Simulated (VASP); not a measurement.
# Ca (Pm-3m) in VASP: notebook

Ca is run at these levels: LDA; tasks: single point, relaxation of cell and atoms.

Everything below comes from runs of VASP 6.6.1. Logs are shortened: lines on timing, memory, paths and dates and some standing lists are left out, and cuts for length are marked.

## 1. The cell of the first run

It takes space group Pm-3m (No. 221, cubic). Conventional cell: a = 3.393 Å, b = 3.393 Å, c = 3.393 Å, α = 90.00°, β = 90.00°, γ = 90.00°. Ca (site symmetry m-3m) has 6 Ca at 3.39 Å within 4.5 Å.

This isn't the form of Ca at room conditions, which is fcc.

## 2. Single point, LDA

File INCAR:

```
SYSTEM = Ca
PREC = Accurate ; ENCUT = 500
EDIFF = 1E-6 ; ISMEAR = -1
SIGMA = 0.1 ; LREAL = .False.
LASPH = .True. ; NELM = 120
ALGO = Normal ; ISIF = 2
LWAVE = .False. ; LCHARG = .True.
GGA = CA ; LELF = .True.
LVHAR = .True. ; NBANDS = 11
GGA_COMPAT = .False.
```

File KPOINTS:

```
Automatic mesh
0
Gamma
  6 6 6
  0 0 0
```

File POSCAR:

```
Ca
1.0
    3.3934879174      0.0000000000      0.0000000000
    0.0000000000      3.3934879174      0.0000000000
    0.0000000000      0.0000000000      3.3934879174
Ca
1
Direct
    0.0000000000      0.0000000000      0.0000000000
```

Potentials or basis: VASP PAW LDA potentials, release 64 (Ca_sv).

Launch:

```bash
$ cat potpaw_LDA.64/Ca_sv/POTCAR > POTCAR
$ mpirun -np 1 vasp_std > vasp.out
```

OUTCAR:

```text
SYSTEM = Ca
   PREC = Accurate
   ENCUT = 500
   EDIFF = 1E-6
   ISMEAR = -1
   LREAL = .False.
   LASPH = .True.
   NELM = 120
   ISIF = 2
   GGA = CA

 ion  position               nearest neighbor table
   1  0.000  0.000  0.000-

  LATTYP: Found a simple cubic cell.
 ALAT       =     3.3934879174

  Lattice vectors:

 A1 = (   3.3934879174,   0.0000000000,   0.0000000000)
 A2 = (   0.0000000000,   3.3934879174,   0.0000000000)
 A3 = (   0.0000000000,   0.0000000000,   3.3934879174)

Analysis of symmetry for initial positions (statically):
=====================================================================
 Subroutine PRICEL returns:
 Original cell was already a primitive cell.

 Routine SETGRP: Setting up the symmetry group for a
 simple cubic supercell.

 Subroutine GETGRP returns: Found 48 space group operations
 (whereof 48 operations were pure point group operations)
 out of a pool of 48 trial point group operations.

The static configuration has the point symmetry O_h .

Analysis of symmetry for dynamics (positions and initial velocities):
=====================================================================
 Subroutine PRICEL returns:
 Original cell was already a primitive cell.

 Routine SETGRP: Setting up the symmetry group for a
 simple cubic supercell.

 Subroutine GETGRP returns: Found 48 space group operations
 (whereof 48 operations were pure point group operations)
 out of a pool of 48 trial point group operations.

The dynamic configuration has the point symmetry O_h .

 Subroutine INISYM returns: Found 48 space group operations
 (whereof 48 operations are pure point group operations),
 and found     1 'primitive' translations

----------------------------------------------------------------------------------------

                                     Primitive cell

  volume of cell :      39.0786

  direct lattice vectors                    reciprocal lattice vectors
     3.393487917  0.000000000  0.000000000     0.294682057  0.000000000  0.000000000
     0.000000000  3.393487917  0.000000000     0.000000000  0.294682057  0.000000000
     0.000000000  0.000000000  3.393487917     0.000000000  0.000000000  0.294682057

  length of vectors
     3.393487917  3.393487917  3.393487917     0.294682057  0.294682057  0.294682057

  position of ions in fractional coordinates (direct lattice)
     0.000000000  0.000000000  0.000000000

  ion indices of the primitive-cell ions
[... 73 lines left out ...]
   IBRION =     -1    ionic relax: 0-MD 1-quasi-New 2-CG
   NFREE  =      0    steps in history (QN), initial steepest desc. (CG)
   ISIF   =      2    stress and relaxation
   ISYM   =      2    0-nonsym 1-usesym 2-fastsym
   POTIM  = 0.5000    time-step for ionic-motion
   TEBEG  =    0.0;   TEEND  =   0.0 temperature during run
   PSTRESS=    0.0 pullay stress
   NELECT =      10.0000    total number of electrons
   NUPDOWN=      -1.0000    fix difference up-down
   EMIN   =  10.00;   EMAX   =-10.00  energy-range for DOS
   EFERMI =   0.00;   METHOD = LEGACY
   ISMEAR =    -1;   SIGMA  =   0.10  broadening in eV -4-tet -1-fermi 0-gaus
   EFERMI_NEDOS =   21; number of points for ismear=-14 and -15
   IALGO  =     38    algorithm
   IMIX   =      4    mixing-type and parameters
     AMIX     =   0.40;   BMIX     =  1.00
     AMIX_MAG =   1.60;   BMIX_MAG =  1.00
  volume/ion in A,a.u.               =      39.08       263.72
  Fermi-wavevector in a.u.,A,eV,Ry     =   1.039350  1.964087 14.697675  1.080249
  Thomas-Fermi vector in A             =   2.173876
   LORBIT       =      0    0 simple, 1 ext, 2 COOP (PROOUT), +10 PAW based schemes
   GGA     = CA    functional components
   LHFCALC =     F    Hartree Fock is set to
   AEXX    =    0.0000 exact exchange contribution
   IVDW    =     0    specifies the selected vdW correction
   LEPSILON=     F    determine dielectric tensor
   LRPA    =     F    only Hartree local field effects (RPA)
 non-spin polarized calculation
  energy-cutoff  :      500.00
  volume of cell :       39.08
 maximum number of plane-waves:      1021
 NGX is ok and might be reduce to    28
   NGX = 13   NGY = 13   NGZ = 13

 number of electron      10.0000002 magnetization

 Free energy of the ion-electron system (eV)
  ---------------------------------------------------
  ext. energy  EPLUGINS =         0.00000000
  ---------------------------------------------------
  free energy    TOTEN  =        -1.84285243 eV

  energy without entropy =       -1.80933556  energy(sigma->0) =       -1.82609400

 E-fermi :   1.8598     XC(G=0):  -8.1954

 val. band max:        1.6891458432   @ k =   0.5000   0.1667   0.1667
 cond. band min:       2.0681264437   @ k =   0.5000   0.3333   0.3333
 fundamental gap:      0.3789806005
 Fermi energy:         1.8598454177

 k-point     1 :       0.0000    0.0000    0.0000
  band No.  band energies     occupation
      1     -39.5848      2.00000
      2     -20.7306      2.00000
      3     -20.7306      2.00000
      4     -20.7306      2.00000
      5      -2.0028      2.00000
      6       2.6642      0.00064
      7       2.6642      0.00064
      8       6.3098      0.00000
      9       6.3098      0.00000
     10       6.3098      0.00000
     11      11.2411      0.00000
[... 253 lines left out ...]
 k-point    20 :       0.5000    0.5000    0.5000
  band No.  band energies     occupation
      1     -39.4983      2.00000
      2     -20.9570      2.00000
      3     -20.9570      2.00000
      4     -20.9570      2.00000
      5       2.5514      0.00198
      6       2.5514      0.00198
      7       2.5514      0.00198
      8       7.1673      0.00000
      9       7.1673      0.00000
     10       7.9880      0.00000
     11       8.0564      0.00000

------------------------ aborting loop because EDIFF is reached ----------------------------------------

  FORCE on cell =-STRESS in cart. coord.  units (eV):
  Direction    XX          YY          ZZ          XY          YZ          ZX
  --------------------------------------------------------------------------------------
  -------------------------------------------------------------------------------------
  Total       -0.0109787     -0.0109787     -0.0109787      0.0000000      0.0000000      0.0000000
  in kB       -0.4501157     -0.4501157     -0.4501157      0.0000000      0.0000000      0.0000000
  external PRESSURE =      -0.4501157 kB  Pullay stress =       0.0000000 kB

 VOLUME and BASIS-vectors are now :
 -----------------------------------------------------------------------------
  energy-cutoff  :      500.00
  volume of cell :       39.08
      direct lattice vectors                 reciprocal lattice vectors
     3.393487917  0.000000000  0.000000000     0.294682057  0.000000000  0.000000000
     0.000000000  3.393487917  0.000000000     0.000000000  0.294682057  0.000000000
     0.000000000  0.000000000  3.393487917     0.000000000  0.000000000  0.294682057

 POSITION                                       TOTAL-FORCE (eV/Angst)
 -----------------------------------------------------------------------------------
      0.00000      0.00000      0.00000         0.000000      0.000000      0.000000
 -----------------------------------------------------------------------------------
    total drift:                               -0.000000      0.000000     -0.000000

  FREE ENERGIE OF THE ION-ELECTRON SYSTEM (eV)
  ---------------------------------------------------
  free  energy   TOTEN  =        -1.8428524338 eV

  energy  without entropy=       -1.8093355581  energy(sigma->0) =       -1.82609400
```

Wall time 5.6 s (1 thread of Intel Xeon 8259CL, shared host); peak memory 0.14 GiB.

Results:

| Property | Result |
| --- | --- |
| Free energy | -1.8429 eV |
| Pressure | 0.0 GPa |
| Band gap on the k mesh | zero (bands 5 and 6 overlap by 0.96 eV) |

Levels at points of the mesh, in eV from the Fermi level:
```csv
k point,band 1,band 2,band 3,band 4,band 5,band 6,band 7,band 8,band 9,band 10
"(0.00, 0.00, 0.00)",-41.44,-22.59,-22.59,-22.59,-3.86,0.80,0.80,4.45,4.45,4.45
"(0.50, 0.00, 0.00)",-41.41,-22.90,-22.56,-22.56,-1.09,-0.25,1.34,3.07,3.07,4.58
"(0.50, 0.50, 0.00)",-41.39,-22.85,-22.85,-22.54,-0.42,1.01,2.81,2.81,3.40,3.40
"(0.50, 0.50, 0.50)",-41.36,-22.82,-22.82,-22.82,0.69,0.69,0.69,5.31,5.31,6.13
```

## 3. Single point, LDA

This run uses another cell than the first one, of 37.94 Å³/atom.

File INCAR:

```
  PREC = Accurate
  ENCUT = 500
  EDIFF = 1E-6
  ISMEAR = -1
  SIGMA = 0.1
  LREAL = F
  LASPH = T
  NELM = 120
  ALGO = Normal
  ISIF = 2
  LWAVE = F
  LCHARG = F
  GGA = CA
  NBANDS = 11
  GGA_COMPAT = F
```

File KPOINTS:

```
Automatic mesh
0
Gamma
  7 7 7
```

File POSCAR:

```
Ca
1.0
    3.3602696189      0.0000000000      0.0000000000
    0.0000000000      3.3602696189      0.0000000000
    0.0000000000      0.0000000000      3.3602696189
Ca
1
Direct
    0.0000000000      0.0000000000      0.0000000000
```

Potentials or basis: VASP PAW LDA potentials, release 64 (Ca_sv).

Launch:

```bash
$ cat potpaw_LDA.64/Ca_sv/POTCAR > POTCAR
$ mpirun -np 1 vasp_std > vasp.out
```

Run time: 5 s. Hardware: 1 thread of Intel Xeon 8259CL, shared host; peak memory 0.14 GiB.

It converged, with:

- Free energy: -1.8349 eV
- Pressure: 0.0 GPa
- Band gap on the k mesh: zero (bands 5 and 6 overlap by 0.37 eV)

Levels at points of the mesh, in eV from the Fermi level:
| k point | band 1 | band 2 | band 3 | band 4 | band 5 | band 6 | band 7 | band 8 | band 9 | band 10 |
| --- | --- | --- | --- | --- | --- | --- | --- | --- | --- | --- |
| (0.00, 0.00, 0.00) | -41.53 | -22.66 | -22.66 | -22.66 | -4.07 | 0.65 | 0.65 | 4.42 | 4.42 | 4.42 |

## 4. Relaxation of cell and atoms, LDA

File INCAR:

```
  PREC = Accurate
  ENCUT = 500
  EDIFF = 1E-7
  ISMEAR = -1
  SIGMA = 0.1
  LREAL = False
  LASPH = True
  NELM = 120
  ALGO = Normal
  ISIF = 3
  LWAVE = False
  LCHARG = False
  GGA = CA
  IBRION = 2
  NSW = 50
  EDIFFG = -0.02
  GGA_COMPAT = False
  NELMIN = 4
```

File KPOINTS:

```
regular mesh
0
Gamma
  7 7 7
```

File POSCAR:

```
Ca
1.0
    3.3934879174      0.0000000000      0.0000000000
    0.0000000000      3.3934879174      0.0000000000
    0.0000000000      0.0000000000      3.3934879174
Ca
1
Direct
    0.0000000000      0.0000000000      0.0000000000
```

Launch:

```bash
$ cat potpaw_LDA.64/Ca_sv/POTCAR > POTCAR
$ mpirun -np 1 vasp_std > vasp.out
```

Run time: 13 s. Hardware: 1 thread of Intel Xeon 8259CL, shared host; peak memory 0.14 GiB.

Results (log left out):

```yaml
Free_energy: -1.8351 eV
Relaxed_volume: 37.90 Å³/atom
Relaxed_cell: a = 3.359 Å, b = 3.359 Å, c = 3.359 Å, α = 90.00°, β = 90.00°, γ = 90.00°
Space_group_after_relaxing_to_0.1_Å: Pm-3m (No. 221)
Energy_gained_by_relaxing: 1.2 meV/atom
Ionic_steps: 3
Pressure_after_relaxing: 0.0 GPa
Band_gap_on_the_k_mesh: zero (bands 5 and 6 overlap by 0.36 eV)
```

The path:
| step | energy change (eV) | largest force (eV/Å) | pressure (GPa) | volume (Å³) |
| --- | --- | --- | --- | --- |
| 1 | 0.0000 | 0.0000 | -0.33 | 39.08 |
| 2 | -0.0008 | 0.0000 | -0.21 | 38.62 |
| 3 | -0.0012 | 0.0000 | 0.01 | 37.90 |

Final structure:
```xyz
1
Lattice="3.3590 0.0000 0.0000 0.0000 3.3590 0.0000 0.0000 0.0000 3.3590" Properties=species:S:1:pos:R:3 pbc="T T T"
Ca    0.0000    0.0000    0.0000
```

Levels at points of the mesh, in eV from the Fermi level:
```tsv
k point	band 3	band 4	band 5	band 6	band 7	band 8
(0.00, 0.00, 0.00)	-22.66	-22.66	-4.07	0.65	0.65	4.42
```

(Continued in part 2 of 2.)

The gap in the log of VASP goes by the Fermi energy; the results here count the filled bands.